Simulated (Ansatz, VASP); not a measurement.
**Two plane-wave programs on Be4TeSe3**

```
Be Te Se
1.0
     3.66355   -4.88836    0.00000
     3.66355    4.88836    0.00000
     0.00000    0.00000    3.61758
Be Te Se
4 1 3
Cartesian
  3.6635 2.5045 0.0000
  5.6069 0.0000 1.8088
  1.7202 0.0000 1.8088
  3.6635 -2.5045 0.0000
  3.6635 0.0000 0.0000
  1.8318 2.4442 1.8088
  1.8318 -2.4442 1.8088
  0.0000 0.0000 0.0000
```

Change from the starting cell: species swapped into the CaCd3O4 type (Cmmm, No. 65).

Alike in both runs: functional PBE; k mesh 2 × 2 × 3; occupations gaussian, width 0.15 eV; no spin polarisation.

Ansatz relaxed the structure, and its values are those at the end. VASP's run is a single point on that final structure, the one shown.

|  | VASP | Ansatz |
| --- | --- | --- |
| version | VASP 6.6.1 | Ansatz 0.2.0 |
| potentials or method | VASP PAW PBE potentials, release 64 (Be, Te, Se), cutoff 600 eV | scalar-relativistic, plane waves, PAW |
| valence electrons in the cell | 32 | 72 |

```tsv
	VASP	Ansatz	Ansatz less VASP
gap on the k mesh at the Fermi level (eV)	0.35	0.35	-0.001
least direct gap on the mesh (eV)	0.42	0.42	-0.001
pressure (GPa)	0.1	0.0	-0.11
rms of the force components (eV/Å)	0.005	0.004	-0.0012
```

VASP's potentials hold 32 valence electrons a cell and Ansatz's 72, so a difference there can come from the potentials and not from the codes.

The k mesh is coarse, so the values compare programs but aren't converged. Neither program's run includes spin-orbit coupling.
